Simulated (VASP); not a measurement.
# CdS (F-43m) in VASP: relaxation of cell and atoms with r2SCAN

Aim: the relaxation of cell and atoms of CdS with r2SCAN.

Program: VASP 6.6.1. These are calculated values, not measurements. Logs are shortened: lines on timing, memory, paths and dates and some standing lists are left out, and cuts for length are marked.

### 1 The cell of the first run

It takes space group F-43m (No. 216, cubic). The conventional cell has a = 5.773 Å, b = 5.773 Å, c = 5.773 Å, α = 90.00°, β = 90.00°, γ = 90.00°. Cd (site symmetry -43m) has 4 S at 2.50 Å within 3.3 Å. Within 3.3 Å of S (site symmetry -43m) lie 4 Cd at 2.50 Å.

### 2 Relaxation of cell and atoms, r2SCAN

Contents of POSCAR:

```
CdS
1.0
    0.0000000000      2.8866343679      2.8866343679
    2.8866343679      0.0000000000      2.8866343679
    2.8866343679      2.8866343679      0.0000000000
Cd S
1 1
Direct
    0.0000000000      0.0000000000      0.0000000000
    0.7500000000      0.7500000000      0.7500000000
```

Contents of INCAR.step1:

```
ALGO = Normal
EDIFF = 1E-5
EDIFFG = -0.005
ENCUT = 550
GGA = PE
GGA_COMPAT = F
IBRION = 2
ISIF = 3
ISMEAR = 0
LASPH = T
LCHARG = F
LREAL = F
LWAVE = T
NELM = 120
NELMIN = 4
NSW = 100
PREC = Accurate
SIGMA = 0.02
```

Contents of INCAR.step2:

```
ALGO = Normal
EDIFF = 1E-7
EDIFFG = -0.01
ENCUT = 550
GGA_COMPAT = F
IBRION = 2
ISIF = 3
ISMEAR = 0
ISTART = 1
LASPH = T
LCHARG = F
LMIXTAU = T
LREAL = F
LWAVE = F
METAGGA = R2SCAN
NELM = 120
NELMIN = 4
NSW = 80
PREC = Accurate
SIGMA = 0.02
```

Contents of KPOINTS:

```
k-points
0
Gamma
  8 8 8
```

Potentials or basis: VASP PAW PBE potentials, release 64 (Cd, S).

The run is started by

```console
$ cat potpaw_PBE.64/Cd/POTCAR potpaw_PBE.64/S/POTCAR > POTCAR
$ cp INCAR.step1 INCAR
$ mpirun -np 1 vasp_std > vasp.out
$ cp INCAR.step2 INCAR
$ mpirun -np 1 vasp_std > vasp.out
```

OUTCAR:

```text
EDIFF = 1E-7
   EDIFFG = -0.01
   ENCUT = 550
   IBRION = 2
   ISIF = 3
   ISMEAR = 0
   ISTART = 1
   LASPH = T
   LREAL = F
   METAGGA = R2SCAN
   NELM = 120
   NELMIN = 4
   NSW = 80
   PREC = Accurate

 ion  position               nearest neighbor table
   1  0.000  0.000  0.000-   2 2.50   2 2.50   2 2.50   2 2.50
   2  0.750  0.750  0.750-   1 2.50   1 2.50   1 2.50   1 2.50

  LATTYP: Found a face centered cubic cell.
 ALAT       =     5.7732687358

  Lattice vectors:

 A1 = (   0.0000000000,   2.8866343679,   2.8866343679)
 A2 = (   2.8866343679,   0.0000000000,   2.8866343679)
 A3 = (   2.8866343679,   2.8866343679,   0.0000000000)

Analysis of symmetry for initial positions (statically):
=====================================================================
 Subroutine PRICEL returns:
 Original cell was already a primitive cell.

 Routine SETGRP: Setting up the symmetry group for a
 face centered cubic supercell.

 Subroutine GETGRP returns: Found 24 space group operations
 (whereof 24 operations were pure point group operations)
 out of a pool of 48 trial point group operations.

The static configuration has the point symmetry T_d .

Analysis of symmetry for dynamics (positions and initial velocities):
=====================================================================
 Subroutine PRICEL returns:
 Original cell was already a primitive cell.

 Routine SETGRP: Setting up the symmetry group for a
 face centered cubic supercell.

 Subroutine GETGRP returns: Found 24 space group operations
 (whereof 24 operations were pure point group operations)
 out of a pool of 48 trial point group operations.

The dynamic configuration has the point symmetry T_d .

 Subroutine INISYM returns: Found 24 space group operations
 (whereof 24 operations are pure point group operations),
 and found     1 'primitive' translations

----------------------------------------------------------------------------------------

                                     Primitive cell

  volume of cell :      48.1067

  direct lattice vectors                    reciprocal lattice vectors
     0.000000000  2.886634368  2.886634368    -0.173212100  0.173212100  0.173212100
     2.886634368  0.000000000  2.886634368     0.173212100 -0.173212100  0.173212100
     2.886634368  2.886634368  0.000000000     0.173212100  0.173212100 -0.173212100

  length of vectors
[... 98 lines left out ...]
   EFERMI_NEDOS =   21; number of points for ismear=-14 and -15
   IALGO  =     38    algorithm
   IMIX   =      4    mixing-type and parameters
     AMIX     =   0.40;   BMIX     =  1.00
     AMIX_MAG =   1.60;   BMIX_MAG =  1.00
  volume/ion in A,a.u.               =      24.05       162.32
  Fermi-wavevector in a.u.,A,eV,Ry     =   1.179679  2.229270 18.934450  1.391643
  Thomas-Fermi vector in A             =   2.315986
   LORBIT       =      0    0 simple, 1 ext, 2 COOP (PROOUT), +10 PAW based schemes
   METAGGA = R2SCAN    functional components
   LHFCALC =     F    Hartree Fock is set to
   AEXX    =    0.0000 exact exchange contribution
   IVDW    =     0    specifies the selected vdW correction
   LEPSILON=     F    determine dielectric tensor
   LRPA    =     F    only Hartree local field effects (RPA)
 conjugate gradient relaxation of ions
 non-spin polarized calculation
 Gauss-broadening in eV      SIGMA  =   0.02
  energy-cutoff  :      550.00
  volume of cell :       48.11
 maximum number of plane-waves:      1424
   NGX = 15   NGY = 15   NGZ = 15

--------------------------------------- Ionic step        1  -------------------------------------------

 number of electron      17.9999998 magnetization

 Free energy of the ion-electron system (eV)
  ---------------------------------------------------
  ext. energy  EPLUGINS =         0.00000000
  ---------------------------------------------------
  free energy    TOTEN  =       -29.65072078 eV

  energy without entropy =      -29.65072078  energy(sigma->0) =      -29.65072078

------------------------ aborting loop because EDIFF is reached ----------------------------------------

  FORCE on cell =-STRESS in cart. coord.  units (eV):
  Direction    XX          YY          ZZ          XY          YZ          ZX
  --------------------------------------------------------------------------------------
  -------------------------------------------------------------------------------------
  Total        1.2159550      1.2159550      1.2159550     -0.0000000      0.0000000     -0.0000000
  in kB       40.4969920     40.4969920     40.4969920     -0.0000000      0.0000000     -0.0000000
  external PRESSURE =      40.4969920 kB  Pullay stress =       0.0000000 kB
[... 59 lines left out ...]
--------------------------------------- Ionic step        3  -------------------------------------------

 number of electron      18.0000005 magnetization

 Free energy of the ion-electron system (eV)
  ---------------------------------------------------
  ext. energy  EPLUGINS =         0.00000000
  ---------------------------------------------------
  free energy    TOTEN  =       -29.68554094 eV

  energy without entropy =      -29.68554094  energy(sigma->0) =      -29.68554094

 E-fermi :   0.9563     XC(G=0):  -9.5970

 val. band max:        0.8151325176   @ k =   0.0000   0.0000   0.0000
 cond. band min:       2.3427296084   @ k =   0.0000   0.0000   0.0000
 fundamental gap:      1.5275970907
 Fermi energy:         0.9563051250

 k-point     1 :       0.0000    0.0000    0.0000
  band No.  band energies     occupation
      1     -11.8888      2.00000
      2      -7.0559      2.00000
      3      -7.0559      2.00000
      4      -7.0559      2.00000
      5      -6.5817      2.00000
      6      -6.5817      2.00000
      7       0.8151      2.00000
      8       0.8151      2.00000
      9       0.8151      2.00000
     10       2.3427      0.00000
     11       7.8947      0.00000
     12       7.8947      0.00000
     13       7.8947      0.00000
[... 354 lines left out ...]
  band No.  band energies     occupation
      1     -11.4240      2.00000
      2      -6.8905      2.00000
      3      -6.8575      2.00000
      4      -6.6048      2.00000
      5      -6.5562      2.00000
      6      -6.1126      2.00000
      7      -3.1881      2.00000
      8      -1.0613      2.00000
      9      -0.3677      2.00000
     10       5.6024      0.00000
     11       6.9772      0.00000
     12       8.4968      0.00000
     13       9.6375      0.00000

 [... further k-points ...]
[... 5 lines left out ...]
  --------------------------------------------------------------------------------------
  -------------------------------------------------------------------------------------
  Total        0.0016227      0.0016227      0.0016227      0.0000000      0.0000000      0.0000000
  in kB        0.0509662      0.0509662      0.0509662      0.0000000      0.0000000      0.0000000
  external PRESSURE =       0.0509662 kB  Pullay stress =       0.0000000 kB
[... 17 lines left out ...]
  FREE ENERGIE OF THE ION-ELECTRON SYSTEM (eV)
  ---------------------------------------------------
  free  energy   TOTEN  =       -29.6855409434 eV

  energy  without entropy=      -29.6855409434  energy(sigma->0) =      -29.68554094

 reached required accuracy - stopping structural energy minimisation
```

OUTCAR.step1:

```text
EDIFF = 1E-5
   EDIFFG = -0.005
   ENCUT = 550
   GGA = PE
   IBRION = 2
   ISIF = 3
   ISMEAR = 0
   LASPH = T
   LREAL = F
   NELM = 120
[... 672 lines left out ...]
  -------------------------------------------------------------------------------------
  Total        0.0095093      0.0095093      0.0095093      0.0000000      0.0000000     -0.0000000
  in kB        0.2912945      0.2912945      0.2912945      0.0000000      0.0000000     -0.0000000
  external PRESSURE =       0.2912945 kB  Pullay stress =       0.0000000 kB
[... 17 lines left out ...]
  FREE ENERGIE OF THE ION-ELECTRON SYSTEM (eV)
  ---------------------------------------------------
  free  energy   TOTEN  =        -6.1465961587 eV

  energy  without entropy=       -6.1465961587  energy(sigma->0) =       -6.14659616

 reached required accuracy - stopping structural energy minimisation
```

OSZICAR.step1:

```text
N       E                     dE             d eps       ncg     rms          rms(c)
DAV:   1     0.115963077436E+03    0.11596E+03   -0.96600E+03   754   0.134E+03
DAV:   2    -0.151638324010E+01   -0.11748E+03   -0.11185E+03   849   0.305E+02
DAV:   3    -0.658440999157E+01   -0.50680E+01   -0.50544E+01   919   0.657E+01
[... 23 lines left out ...]
DAV:   3    -0.614787524482E+01    0.15523E-01   -0.48261E-02   794   0.250E+00    0.858E-01
DAV:   4    -0.614669007964E+01    0.11852E-02   -0.23921E-03   769   0.587E-01    0.218E-01
DAV:   5    -0.614657606575E+01    0.11401E-03   -0.38801E-04   914   0.305E-01    0.863E-02
DAV:   6    -0.614659733053E+01   -0.21265E-04   -0.82398E-05   779   0.112E-01    0.289E-02
DAV:   7    -0.614659615874E+01    0.11718E-05   -0.38761E-06   557   0.145E-02
   3 F= -.61465962E+01 E0= -.61465962E+01  d E =-.661205E-01
```

It took 7.2 min on 1 thread of Oxide Virtual Turin-like, shared host; peak memory 0.17 GiB.

Results:

* Free energy: -29.6855 eV
* Relaxed volume: 25.51 Å³/atom
* Relaxed cell: a = 4.163 Å, b = 4.163 Å, c = 4.163 Å, α = 60.00°, β = 60.00°, γ = 60.00°
* Space group after relaxing (to 0.1 Å): F-43m (No. 216)
* Energy gained by relaxing: 17.4 meV/atom
* Ionic steps: 3
* Pressure after relaxing: 0.0 GPa
* Band gap on the k mesh: 1.53 eV

Step by step:
| step | energy change (eV) | largest force (eV/Å) | pressure (GPa) | volume (Å³) |
| --- | --- | --- | --- | --- |
| 1 | 0.0000 | 0.0000 | 4.05 | 48.11 |
| 2 | -0.0274 | 0.0000 | -1.58 | 52.47 |
| 3 | -0.0348 | 0.0000 | 0.01 | 51.01 |

Final structure:
```
CELL_PARAMETERS angstrom
0.00000 2.94362 2.94362
2.94362 0.00000 2.94362
2.94362 2.94362 0.00000
ATOMIC_POSITIONS crystal
Cd 0.00000 0.00000 0.00000
S 0.75000 0.75000 0.75000
```

Caveat: the PAW data sets were made with another functional, which shifts forces and pressure a little.
